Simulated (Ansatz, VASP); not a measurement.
BeTe in VASP and in Ansatz

INCAR

```
ALGO = Normal
EDIFF = 1E-6
ENCUT = 600
GGA = PE
GGA_COMPAT = False
ISIF = 2
ISMEAR = 0
ISYM = 0
LASPH = True
LCHARG = False
LREAL = False
LWAVE = False
NBANDS = 11
NELM = 120
PREC = Accurate
SIGMA = 0.1
```

The input KPOINTS:

```
k-points
0
Gamma
  4 4 4
```

File POSCAR:

```
BeTe
1.0
    0.0000000000      2.5940938935      2.5940938935
    2.5940938935      0.0000000000      2.5940938935
    2.5940938935      2.5940938935      0.0000000000
Be Te
1 1
Direct
    0.0000000000      0.0000000000      0.0000000000
    0.7500000000      0.7500000000      0.7500000000
```

Input for Ansatz:

```yaml
crystal:
  lattice:
    - [0.0, 2.5940938935, 2.5940938935]
    - [2.5940938935, 0.0, 2.5940938935]
    - [2.5940938935, 2.5940938935, 0.0]
  atoms:
    - { symbol: Be, position: [0.0, 0.0, 0.0] }
    - { symbol: Te, position: [0.75, 0.75, 0.75] }
  symmetry: { detect: false }
basis:
  ecutwfc: 420
kpoints:
  mp_grid: { grid: [4, 4, 4] }
hamiltonian:
  xc: pbe
scf:
  occupations: { method: gaussian, width: 0.1 }
output:
  forces: true
  stress: true
  eigenvalues: true
```

Alike in both runs: task single point; functional PBE; k mesh 4 × 4 × 4; occupations gaussian, width 0.1 eV; no spin polarisation.

|  | VASP | Ansatz |
| --- | --- | --- |
| version | VASP 6.6.1 | Ansatz 0.2.0 |
| potentials or method | VASP PAW PBE potentials, release 64 (Be, Te), cutoff 600 eV | scalar-relativistic, plane waves, PAW |
| valence electrons in the cell | 8 | 18 |

|  | VASP | Ansatz | Ansatz less VASP |
| --- | --- | --- | --- |
| gap on the k mesh at the Fermi level (eV) | 1.24 | 1.26 | +0.026 |
| least direct gap on the mesh (eV) | 3.29 | 3.32 | +0.036 |
| pressure (GPa) | 26.2 | 25.8 | -0.36 |

The functional is the same, so the differences come from potentials, cutoffs and numerics. VASP's potentials hold 8 valence electrons a cell and Ansatz's 18, so a difference there can come from the potentials and not from the codes.

The k mesh is coarse, so the values compare programs but aren't converged. Neither program's run includes spin-orbit coupling.
